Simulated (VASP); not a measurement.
Here is a VASP 6.6.1 calculation.

INCAR

```
PREC = Accurate
ENCUT = 520
EDIFF = 1E-6
ISMEAR = -1
SIGMA = 0.05
LREAL = Auto
LASPH = T
NELM = 80
ALGO = Normal
ISIF = 2
LWAVE = F
LCHARG = F
GGA = PS
NBANDS = 56
```

Contents of KPOINTS:

```
Automatic mesh
0
Gamma
  2 2 2
```

The input POSCAR:

```
Li7Be8H24
1.0
    0.0000000000      6.2993000000      4.4104000000
    4.5361000000      0.0000000000      4.4104000000
    4.5361000000      6.2993000000      0.0000000000
Li Be H
7 8 24
Direct
    0.4451961693      0.1418254161      0.3363827363
    0.5046318893      0.3848112451      0.6980572984
    0.9797019344      0.1155728706      0.8279909838
    0.1366683883      0.3872069972      0.0617028593
    0.8804198908      0.5194758103      0.8984603022
    0.0096029724      0.8700904795      0.2198987183
    0.6433341321      0.8322463141      0.6339030212
    0.2790817873      0.2121208247      0.7169812674
    0.7597289108      0.2434680781      0.2382232426
    0.0236478262      0.0000688435      0.5138087166
    0.5053918009     -0.0365681115      0.0183806817
    0.8257785606      0.7599732986      0.1464881992
    0.2860060478      0.7275754868      0.6955633329
    0.4951744518      0.4859156987     -0.0404890106
    0.0517571364      0.4126451854      0.4510923866
    0.3127371291     -0.0220151992      0.6376541842
    0.0287450675      0.7902282682     -0.0882596168
    0.2958846774      0.9428691771      0.2829415414
    0.4862338666      0.2340409384     -0.0088474903
    0.2499693681      0.4916640438      0.7314571396
    0.5731703986      0.6506188269      0.4768034081
    0.2923663666      0.4540738656      0.2285169062
   -0.0692710726      0.2748079854      0.4848093070
    0.9321506265      0.5956926530      0.3311167207
    0.6231712531      0.4251010125      0.1026871756
    0.8539227691      0.0444084480      0.4406337689
    0.6234276232      0.8445798138      0.1506583864
    0.8823189925      0.4382641746      0.1393024575
    0.4764236762      0.3658808767      0.4725706565
    0.7383567599      0.4984018108      0.7246311912
    1.0277616998      0.6875475692      0.4578636872
    0.7539988003      1.0358388562      0.1356079814
    1.0197452278      0.1789895809      0.9929863456
    0.7936125937      0.0059293980      0.7523210815
    0.5201744673      0.7384642050      0.9896282092
    0.3643013716      0.0846601738      0.8814560935
    0.1891074196      0.9380012327      0.5704531665
    0.3996472988      0.6031642376      0.8169323212
    0.1844962716      0.3102207608      0.5723656019
```

Potentials or basis: VASP PAW PBE potentials, release 64 (Li_sv, Be, H).

Run with:

```bash
$ cat potpaw_PBE.64/Li_sv/POTCAR potpaw_PBE.64/Be/POTCAR potpaw_PBE.64/H/POTCAR > POTCAR
$ mpirun -np 1 vasp_std > vasp.out
```

Task: Predict the largest force.

Result: 2.621 eV/Å.

Forces in eV/Å, atoms in the order of the input:
```
Li  -0.133 -0.630 -0.207
Li  -1.783  0.743  0.533
Li  -0.439 -0.862 -1.047
Li  -0.057  1.077  0.082
Li   0.035 -0.770  1.044
Li  -0.377  0.921  0.958
Li   0.151  0.138 -0.204
Be  -0.223  0.805  0.636
Be   0.614 -0.415  0.099
Be  -0.407 -0.877  0.083
Be  -0.199  0.166  0.323
Be   0.849  0.454 -1.727
Be   0.064 -0.369  0.832
Be   0.575  1.460  0.324
Be   1.754 -0.046  1.947
H    0.895  1.353  0.817
H    0.010  0.345  0.104
H    0.006 -0.964 -0.041
H   -0.171  0.046  0.061
H    0.140 -0.402 -0.861
H    0.579 -0.714  0.060
H   -0.160 -0.308 -0.102
H   -1.012  0.077 -0.625
H   -0.314 -1.528  0.295
H   -0.588  0.751 -0.815
H   -0.339 -1.262  0.370
H   -0.404 -0.758 -0.353
H    1.235 -0.501 -0.368
H   -1.344  0.643 -0.334
H   -0.162  0.316 -0.207
H    0.158  0.779 -0.161
H    0.586  1.430 -0.352
H   -0.381 -0.078  0.570
H    0.056  0.096 -0.679
H   -0.498 -0.467 -0.277
H   -0.132 -0.298  0.572
H   -0.188 -0.423 -0.556
H    1.126  0.603 -0.286
H    0.479 -0.528 -0.510
```

Caveat: the k points lie up to 0.56 Å⁻¹ apart; the PAW data sets were made with another functional, which shifts forces and pressure a little.
